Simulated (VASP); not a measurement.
# Be4Mo (P4/mmm) in VASP: a series of runs

Runs on Be4Mo. Level: PBE. Tasks: single point.

All numbers are computed with VASP 6.6.1; they aren't measurements. Logs are shortened: lines on timing, memory, paths and dates and some standing lists are left out, and cuts for length are marked.

## 1. The cell of the first run

Symmetry: P4/mmm, No. 123, tetragonal system. The conventional cell has a = 3.249 Å, b = 3.249 Å, c = 4.425 Å, α = 90.00°, β = 90.00°, γ = 90.00°. Within 2.6 Å of Be (site symmetry 4mm) lie 6 Be at 1.93 to 2.49 Å and 4 Mo at 2.49 Å. Within 2.8 Å of Be (site symmetry mmm) lie 8 Be at 2.05 to 2.30 Å and 4 Mo at 2.74 Å. Within 3.3 Å of Mo (site symmetry 4/mmm) lie 16 Be at 2.49 to 2.74 Å and 4 Mo at 3.25 Å.

## 2. Single point, PBE

Contents of INCAR:

```
SYSTEM = Be4Mo
PREC = Accurate
ENCUT = 520
EDIFF = 1E-6
ISMEAR = 0
SIGMA = 0.1
LREAL = .False.
LASPH = .True.
NELM = 100
ALGO = Normal
ISIF = 2
LWAVE = .False.
LCHARG = .False.
GGA = PE
NBANDS = 19
```

Contents of KPOINTS:

```
Automatic mesh
0
Gamma
  6 6 6
  0 0 0
```

Contents of POSCAR:

```
Be4Mo
1.0
    3.2488434576      0.0000000000      0.0000000000
    0.0000000000      3.2488434576      0.0000000000
    0.0000000000      0.0000000000      4.4250174436
Be Mo
4 1
Direct
    0.5000000000      0.5000000000      0.6816980588
    0.0000000000      0.5000000000      0.4000009292
    0.5000000000      0.5000000000      0.1183030595
    0.5000000000      0.0000000000      0.4000009292
    0.0000000000      0.0000000000     -0.1000029767
```

Potentials or basis: VASP PAW PBE potentials, release 64 (Be, Mo_sv).

Launch:

```
> cat potpaw_PBE.64/Be/POTCAR potpaw_PBE.64/Mo_sv/POTCAR > POTCAR
> mpirun -np 1 vasp_std > vasp.out
```

OUTCAR:

```text
SYSTEM = Be4Mo
   PREC = Accurate
   ENCUT = 520
   EDIFF = 1E-6
   ISMEAR = 0
   LREAL = .False.
   LASPH = .True.
   NELM = 100
   ISIF = 2
   GGA = PE

 ion  position               nearest neighbor table
   1  0.500  0.500  0.682-   3 1.93   2 2.05   4 2.05   4 2.05   2 2.05   5 2.49   5 2.49   5 2.49
                             5 2.49
   2  0.000  0.500  0.400-   1 2.05   1 2.05   3 2.05   3 2.05   4 2.30   4 2.30   4 2.30   4 2.30
                             5 2.74   5 2.74   5 2.74   5 2.74
   3  0.500  0.500  0.118-   1 1.93   2 2.05   4 2.05   4 2.05   2 2.05   5 2.49   5 2.49   5 2.49
                             5 2.49
   4  0.500  0.000  0.400-   1 2.05   1 2.05   3 2.05   3 2.05   2 2.30   2 2.30   2 2.30   2 2.30
                             5 2.74   5 2.74   5 2.74   5 2.74
   5  0.000  0.000  0.900-   1 2.49   1 2.49   1 2.49   1 2.49   3 2.49   3 2.49   3 2.49   3 2.49
                             2 2.74   4 2.74   4 2.74   2 2.74   4 2.74   2 2.74   4 2.74   2 2.74

  LATTYP: Found a simple tetragonal cell.
 ALAT       =     3.2488434576
 C/A-ratio  =     1.3620285192

  Lattice vectors:

 A1 = (   3.2488434576,   0.0000000000,   0.0000000000)
 A2 = (   0.0000000000,   3.2488434576,   0.0000000000)
 A3 = (   0.0000000000,   0.0000000000,   4.4250174436)

Analysis of symmetry for initial positions (statically):
=====================================================================
 Subroutine PRICEL returns:
 Original cell was already a primitive cell.

 Routine SETGRP: Setting up the symmetry group for a
 simple tetragonal supercell.

 Subroutine GETGRP returns: Found 16 space group operations
 (whereof  8 operations were pure point group operations)
 out of a pool of 16 trial point group operations.

The static configuration has the point symmetry C_4v.
 The point group associated with its full space group is D_4h.

Analysis of symmetry for dynamics (positions and initial velocities):
=====================================================================
 Subroutine PRICEL returns:
 Original cell was already a primitive cell.

 Routine SETGRP: Setting up the symmetry group for a
 simple tetragonal supercell.

 Subroutine GETGRP returns: Found 16 space group operations
 (whereof  8 operations were pure point group operations)
 out of a pool of 16 trial point group operations.

The dynamic configuration has the point symmetry C_4v.
 The point group associated with its full space group is D_4h.

 Subroutine INISYM returns: Found 16 space group operations
 (whereof  8 operations are pure point group operations),
 and found     1 'primitive' translations

----------------------------------------------------------------------------------------

                                     Primitive cell

  volume of cell :      46.7060

  direct lattice vectors                    reciprocal lattice vectors
     3.248843458  0.000000000  0.000000000     0.307801842  0.000000000  0.000000000
     0.000000000  3.248843458  0.000000000     0.000000000  0.307801842  0.000000000
     0.000000000  0.000000000  4.425017444     0.000000000  0.000000000  0.225987810

  length of vectors
     3.248843458  3.248843458  4.425017444     0.307801842  0.307801842  0.225987810

  position of ions in fractional coordinates (direct lattice)
     0.500000000  0.500000000  0.681698059
     0.000000000  0.500000000  0.400000929
     0.500000000  0.500000000  0.118303060
     0.500000000  0.000000000  0.400000929
     0.000000000  0.000000000  0.899997023

  ion indices of the primitive-cell ions
   primitive index   ion index
                 1           1
                 2           2
                 3           3
                 4           4
                 5           5

----------------------------------------------------------------------------------------

 KPOINTS: Automatic mesh

Automatic generation of k-mesh.
 Grid dimensions read from file:
 generate k-points for:    6    6    6

 Generating k-lattice:

  Cartesian coordinates                     Fractional coordinates (reciprocal lattice)
     0.051300307  0.000000000  0.000000000     0.166666667  0.000000000  0.000000000
     0.000000000  0.051300307  0.000000000     0.000000000  0.166666667  0.000000000
     0.000000000  0.000000000  0.037664635     0.000000000  0.000000000  0.166666667

  Length of vectors
     0.051300307  0.051300307  0.037664635

  Shift w.r.t. Gamma in fractional coordinates (k-lattice)
     0.000000000  0.000000000  0.000000000

 Subroutine IBZKPT returns following result:
 ===========================================

 Found     40 irreducible k-points:

 Following reciprocal coordinates:
            Coordinates               Weight
  0.000000  0.000000  0.000000      1.000000
  0.166667  0.000000  0.000000      4.000000
  0.333333  0.000000  0.000000      4.000000
  0.500000  0.000000  0.000000      2.000000
  0.166667  0.166667  0.000000      4.000000
  0.333333  0.166667  0.000000      8.000000
[... 16 lines left out ...]
  0.333333  0.000000  0.333333      8.000000
  0.500000  0.000000  0.333333      4.000000
 [... further k-points ...]
   k-points           NKPTS =     40   k-points in BZ     NKDIM =     40   number of bands    NBANDS=     19
   number of dos      NEDOS =    301   number of ions     NIONS =      5
   total plane-waves  NPLWV =  20736
   dimension x,y,z NGX =    24 NGY =   24 NGZ =   36
   dimension x,y,z NGXF=    48 NGYF=   48 NGZF=   72
   ions per type =               4   1
   NGX,Y,Z   is equivalent  to a cutoff of  12.28, 12.28, 13.53 a.u.
   NGXF,Y,Z  is equivalent  to a cutoff of  24.56, 24.56, 27.05 a.u.
 SYSTEM =  Be4Mo
   PREC   = accura    normal or accurate (medium, high low for compatibility)
   ISTART =      0    job   : 0-new  1-cont  2-samecut
   ICHARG =      2    charge: 1-file 2-atom 10-const
   ISPIN  =      1    spin polarized calculation?
   LNONCOLLINEAR =      F non collinear calculations
   LSORBIT =      F    spin-orbit coupling
   LASPH  =      T    aspherical Exc in radial PAW
   ENCUT  =  520.0 eV  38.22 Ry    6.18 a.u.   6.04  6.04  8.23*2*pi/ulx,y,z
   NELM   =    100;   NELMIN=  2; NELMDL= -5     # of ELM steps
   EDIFF  = 0.1E-05   stopping-criterion for ELM
   LREAL  =      F    real-space projection
   EDIFFG = 0.1E-04   stopping-criterion for IOM
   NSW    =      0    number of steps for IOM
   IBRION =     -1    ionic relax: 0-MD 1-quasi-New 2-CG
   NFREE  =      0    steps in history (QN), initial steepest desc. (CG)
   ISIF   =      2    stress and relaxation
   ISYM   =      2    0-nonsym 1-usesym 2-fastsym
   POTIM  = 0.5000    time-step for ionic-motion
   TEBEG  =    0.0;   TEEND  =   0.0 temperature during run
   PSTRESS=    0.0 pullay stress
   NELECT =      22.0000    total number of electrons
   NUPDOWN=      -1.0000    fix difference up-down
   EMIN   =  10.00;   EMAX   =-10.00  energy-range for DOS
   EFERMI =   0.00;   METHOD = LEGACY
   ISMEAR =     0;   SIGMA  =   0.10  broadening in eV -4-tet -1-fermi 0-gaus
   EFERMI_NEDOS =   21; number of points for ismear=-14 and -15
   IALGO  =     38    algorithm
   IMIX   =      4    mixing-type and parameters
     AMIX     =   0.40;   BMIX     =  1.00
     AMIX_MAG =   1.60;   BMIX_MAG =  1.00
  volume/ion in A,a.u.               =       9.34        63.04
  Fermi-wavevector in a.u.,A,eV,Ry     =   1.273772  2.407079 22.075370  1.622494
  Thomas-Fermi vector in A             =   2.406576
   LORBIT       =      0    0 simple, 1 ext, 2 COOP (PROOUT), +10 PAW based schemes
   GGA     = PE    functional components
   LHFCALC =     F    Hartree Fock is set to
   AEXX    =    0.0000 exact exchange contribution
   IVDW    =     0    specifies the selected vdW correction
   LEPSILON=     F    determine dielectric tensor
   LRPA    =     F    only Hartree local field effects (RPA)
 non-spin polarized calculation
 Gauss-broadening in eV      SIGMA  =   0.10
  energy-cutoff  :      520.00
  volume of cell :       46.71
 maximum number of plane-waves:      1280
   NGX = 13   NGY = 13   NGZ = 17

 number of electron      21.9999999 magnetization

 Free energy of the ion-electron system (eV)
  ---------------------------------------------------
  ext. energy  EPLUGINS =         0.00000000
  ---------------------------------------------------
  free energy    TOTEN  =       -26.63102027 eV

  energy without entropy =      -26.61916935  energy(sigma->0) =      -26.62509481

 E-fermi :   8.0238     XC(G=0): -11.5674

 val. band max:        7.9729364924   @ k =   0.5000   0.0000   0.5000
 cond. band min:       8.0254984506   @ k =   0.1667   0.0000   0.1667
 fundamental gap:      0.0525619582
 Fermi energy:         8.0237924420

 k-point     1 :       0.0000    0.0000    0.0000
  band No.  band energies     occupation
      1     -52.6618      2.00000
      2     -26.7678      2.00000
      3     -26.6340      2.00000
      4     -26.6340      2.00000
      5      -1.4151      2.00000
      6       3.1643      2.00000
[... 11 lines left out ...]
     18      16.6556      0.00000
     19      17.4354      0.00000

 k-point     2 :       0.1667    0.0000    0.0000
  band No.  band energies     occupation
      1     -52.6585      2.00000
      2     -26.7627      2.00000
      3     -26.6833      2.00000
      4     -26.6290      2.00000
      5      -1.0812      2.00000
      6       3.5505      2.00000
[... 11 lines left out ...]
     18      16.8724      0.00000
     19      17.3180      0.00000

 k-point     3 :       0.3333    0.0000    0.0000
  band No.  band energies     occupation
      1     -52.6516      2.00000
      2     -26.7807      2.00000
      3     -26.7526      2.00000
      4     -26.6189      2.00000
      5      -0.1344      2.00000
      6       3.1888      2.00000
[... 11 lines left out ...]
     18      16.2536      0.00000
     19      16.3991      0.00000

 k-point     4 :       0.5000    0.0000    0.0000
  band No.  band energies     occupation
      1     -52.6482      2.00000
      2     -26.8289      2.00000
      3     -26.7475      2.00000
      4     -26.6139      2.00000
      5       1.2905      2.00000
      6       1.3626      2.00000
[... 11 lines left out ...]
     18      15.5770      0.00000
     19      15.7303      0.00000

 k-point     5 :       0.1667    0.1667    0.0000
  band No.  band energies     occupation
      1     -52.6551      2.00000
      2     -26.7576      2.00000
      3     -26.6789      2.00000
      4     -26.6773      2.00000
      5      -0.7536      2.00000
      6       3.8914      2.00000
[... 11 lines left out ...]
     18      16.3665      0.00000
     19      16.9907      0.00000
[... 334 lines left out ...]
      2     -26.7721      2.00000
      3     -26.6336      2.00000
      4     -26.6336      2.00000
      5      -0.6976      2.00000
      6       1.4042      2.00000
[... 11 lines left out ...]
     18      15.0089      0.00000
     19      16.9508      0.00000

 k-point    22 :       0.1667    0.0000    0.3333
  band No.  band energies     occupation
      1     -52.6584      2.00000
      2     -26.7671      2.00000
      3     -26.6830      2.00000
      4     -26.6286      2.00000
      5      -0.4093      2.00000
      6       1.7287      2.00000
[... 11 lines left out ...]
     18      16.1819      0.00000
     19      16.7173      0.00000

 k-point    23 :       0.3333    0.0000    0.3333
  band No.  band energies     occupation
      1     -52.6516      2.00000
      2     -26.7805      2.00000
      3     -26.7570      2.00000
      4     -26.6186      2.00000
      5       0.3576      2.00000
      6       2.4609      2.00000
[... 11 lines left out ...]
     18      16.6175      0.00000
     19      16.7827      0.00000

 k-point    24 :       0.5000    0.0000    0.3333
  band No.  band energies     occupation
      1     -52.6481      2.00000
      2     -26.8286      2.00000
      3     -26.7520      2.00000
      4     -26.6136      2.00000
      5       1.1013      2.00000
      6       2.2242      2.00000
[... 11 lines left out ...]
     18      17.2743      0.00000
     19      17.4364      0.00000

 [... further k-points ...]

------------------------ aborting loop because EDIFF is reached ----------------------------------------

  FORCE on cell =-STRESS in cart. coord.  units (eV):
  Direction    XX          YY          ZZ          XY          YZ          ZX
  --------------------------------------------------------------------------------------
  -------------------------------------------------------------------------------------
  Total        0.0780484      0.0780484      0.1038303      0.0000000     -0.0000000      0.0000000
  in kB        2.6773318      2.6773318      3.5617401      0.0000000     -0.0000000      0.0000000
  external PRESSURE =       2.9721345 kB  Pullay stress =       0.0000000 kB

 VOLUME and BASIS-vectors are now :
 -----------------------------------------------------------------------------
  energy-cutoff  :      520.00
  volume of cell :       46.71
      direct lattice vectors                 reciprocal lattice vectors
     3.248843458  0.000000000  0.000000000     0.307801842  0.000000000  0.000000000
     0.000000000  3.248843458  0.000000000     0.000000000  0.307801842  0.000000000
     0.000000000  0.000000000  4.425017444     0.000000000  0.000000000  0.225987810

 POSITION                                       TOTAL-FORCE (eV/Angst)
 -----------------------------------------------------------------------------------
      1.62442      1.62442      3.01653         0.000000     -0.000000     -0.008798
      0.00000      1.62442      1.77001         0.000000      0.000000     -0.000000
      1.62442      1.62442      0.52349         0.000000      0.000000      0.008798
      1.62442      0.00000      1.77001         0.000000      0.000000     -0.000000
      0.00000      0.00000      3.98250        -0.000000      0.000000      0.000000
 -----------------------------------------------------------------------------------
    total drift:                                0.000000      0.000000      0.002724

  FREE ENERGIE OF THE ION-ELECTRON SYSTEM (eV)
  ---------------------------------------------------
  free  energy   TOTEN  =       -26.6310202681 eV

  energy  without entropy=      -26.6191693502  energy(sigma->0) =      -26.62509481
```

Run time: 9.9 s. Hardware: 1 thread of Intel Xeon 6975P-C (Granite Rapids), shared host; peak memory 0.17 GiB.

Results:

```yaml
Free_energy: -26.6310 eV
Pressure: 0.3 GPa
Largest_force: 0.009 eV/Å
Band_gap_on_the_k_mesh: zero (bands 11 and 12 overlap by 1.32 eV)
```

Forces on the atoms (eV/Å):
```
Be   0.000  0.000 -0.009
Be   0.000  0.000  0.000
Be   0.000  0.000  0.009
Be   0.000  0.000  0.000
Mo   0.000  0.000  0.000
```

Stress tensor (GPa, compression positive):
```
0.27 0.00 0.00
0.00 0.27 0.00
0.00 0.00 0.36
```

## 3. Single point, PBE, collinear spin

Contents of INCAR:

```
PREC     = Accurate       # precision mode
ENCUT    = 520            # plane-wave cutoff, eV
EDIFF    = 1E-7           # SCF threshold, eV
ISMEAR   = 0              # smearing method
SIGMA    = 0.1            # smearing width, eV
LREAL    = False          # projectors in reciprocal space
LASPH    = True           # aspherical terms in the spheres
NELM     = 150            # most SCF steps
ALGO     = Normal         # electronic algorithm
ISIF     = 2              # what is computed and relaxed
LWAVE    = False          # write WAVECAR
LCHARG   = True           # write CHGCAR
ISPIN    = 2              # spin polarisation
MAGMOM   = 0 0 0 0 1      # initial moments
LORBIT   = 11             # projections on sites
LMAXMIX  = 4              # l up to which the mixer works
GGA      = PE             # functional
LELF     = True           # ELF
LVHAR    = True         
NBANDS   = 23             # bands
```

Contents of KPOINTS:

```
regular mesh
0
Gamma
  6 6 4
```

Contents of POSCAR:

```
Be4Mo
1.0
    3.2488434576      0.0000000000      0.0000000000
    0.0000000000      3.2488434576      0.0000000000
    0.0000000000      0.0000000000      4.4250174436
Be Mo
4 1
Direct
    0.5000000000      0.5000000000      0.2817010355
    0.0000000000      0.5000000000      0.0000000000
    0.5000000000      0.5000000000      0.7182989645
    0.5000000000      0.0000000000      0.0000000000
    0.0000000000      0.0000000000      0.5000000000
```

Potentials or basis: VASP PAW PBE potentials, release 64 (Be, Mo_sv).

Launch:

```
> cat potpaw_PBE.64/Be/POTCAR potpaw_PBE.64/Mo_sv/POTCAR > POTCAR
> mpirun -np 1 vasp_std > vasp.out
```

Wall time 22 s (1 thread of Intel Xeon 6975P-C (Granite Rapids), shared host); peak memory 0.19 GiB.

It converged, with:

| Quantity | Value |
| --- | --- |
| Free energy | -26.6305 eV |
| Pressure | 0.2 GPa |
| Largest force | 0.055 eV/Å |
| Band gap on the k mesh | zero (filled and empty bands overlap) |
| Net moment | 0.00 μB per cell |
| Valence electrons inside the program's atomic spheres | Be 1.36, 1.20 (each value once); Mo 12.33 |

Forces on the atoms (eV/Å):
```
Be   0.000  0.000 -0.055
Be   0.000  0.000  0.000
Be   0.000  0.000  0.055
Be   0.000  0.000  0.000
Mo   0.000  0.000  0.000
```

Stress tensor (GPa, compression positive):
```
-0.32  0.00  0.00
 0.00 -0.32  0.00
 0.00  0.00  1.31
```

Levels at points of the mesh, in eV from the Fermi level:
Spin up:
| k point | band 7 | band 8 | band 9 | band 10 | band 11 | band 12 | band 13 | band 14 | band 15 | band 16 |
| --- | --- | --- | --- | --- | --- | --- | --- | --- | --- | --- |
| (0.00, 0.00, 0.00) | -2.83 | -2.31 | -0.31 | -0.31 | -0.03 | -0.03 | 1.13 | 1.72 | 6.54 | 8.16 |
| (0.50, 0.00, 0.00) | -3.47 | -2.39 | -1.92 | -1.70 | -0.45 | 0.68 | 2.48 | 4.14 | 5.19 | 5.92 |
| (0.50, 0.50, 0.00) | -3.43 | -3.15 | -3.15 | -3.13 | -3.13 | 2.56 | 3.37 | 4.76 | 6.28 | 6.28 |
| (0.00, 0.00, 0.50) | -2.37 | -1.78 | -1.74 | -1.74 | 1.15 | 3.72 | 3.72 | 3.82 | 3.82 | 5.55 |
| (0.50, 0.00, 0.50) | -4.72 | -3.82 | -1.45 | -0.38 | 0.03 | 0.30 | 2.28 | 2.74 | 3.26 | 6.51 |
| (0.50, 0.50, 0.50) | -4.18 | -4.18 | -2.16 | -1.75 | -1.75 | 0.46 | 2.57 | 4.18 | 4.18 | 6.02 |
Spin down:
```csv
k point,band 9,band 10,band 11,band 12,band 13,band 14
"(0.00, 0.00, 0.00)",-0.31,-0.31,-0.03,-0.03,1.13,1.72
"(0.50, 0.00, 0.00)",-1.92,-1.70,-0.45,0.68,2.48,4.14
"(0.50, 0.50, 0.00)",-3.15,-3.13,-3.13,2.56,3.37,4.76
"(0.00, 0.00, 0.50)",-1.74,-1.74,1.15,3.72,3.72,3.82
"(0.50, 0.00, 0.50)",-1.45,-0.38,0.03,0.30,2.28,2.74
"(0.50, 0.50, 0.50)",-2.16,-1.75,-1.75,0.46,2.57,4.18
```

The gap in the log of VASP goes by the Fermi energy; the results here count the filled bands.